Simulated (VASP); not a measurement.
Write the native input for VASP 6.6.1 that does the following.

```yaml
Task: single point
Functional: PBE
Potentials_or_basis: VASP PAW PBE potentials, release 64 (Li_sv, B)
Cutoff: 520 eV
k_mesh: 6 × 6 × 6
Occupations: gaussian, width 0.1 eV
Spin: no spin polarisation
Dipole_correction: no
Further_INCAR_settings: ALGO = Normal; EDIFF = 1e-06; NBANDS = 12
```

The structure of Li2B lies in POSCAR:

```
Li2B
1.0
    0.0000000000      2.7339042690      2.7339042690
    2.7339042690      0.0000000000      2.7339042690
    2.7339042690      2.7339042690      0.0000000000
Li B
2 1
Direct
    0.2500000000      0.2500000000      0.2500000000
    0.7500000000      0.7500000000      0.7500000000
    0.0000000000      0.0000000000      0.0000000000
```

One way to write it, as run:

INCAR

```
ALGO = Normal ; EDIFF = 1E-6
ENCUT = 520 ; GGA = PE
ISIF = 2 ; ISMEAR = 0
LASPH = True ; LCHARG = False
LREAL = False ; LWAVE = False
NBANDS = 12 ; NELM = 80
PREC = Accurate ; SIGMA = 0.1
```

KPOINTS

```
k-points
0
Gamma
  6 6 6
```

Potentials or basis: VASP PAW PBE potentials, release 64 (Li_sv, B).

The run is started by

```sh
$ cat potpaw_PBE.64/Li_sv/POTCAR potpaw_PBE.64/B/POTCAR > POTCAR
$ mpirun -np 1 vasp_std > vasp.out
```

Run time: 4.1 s on 1 thread of Intel(R) Xeon(R) 6975P-C (Granite Rapids), on a shared host, peak memory 0.15 GiB.
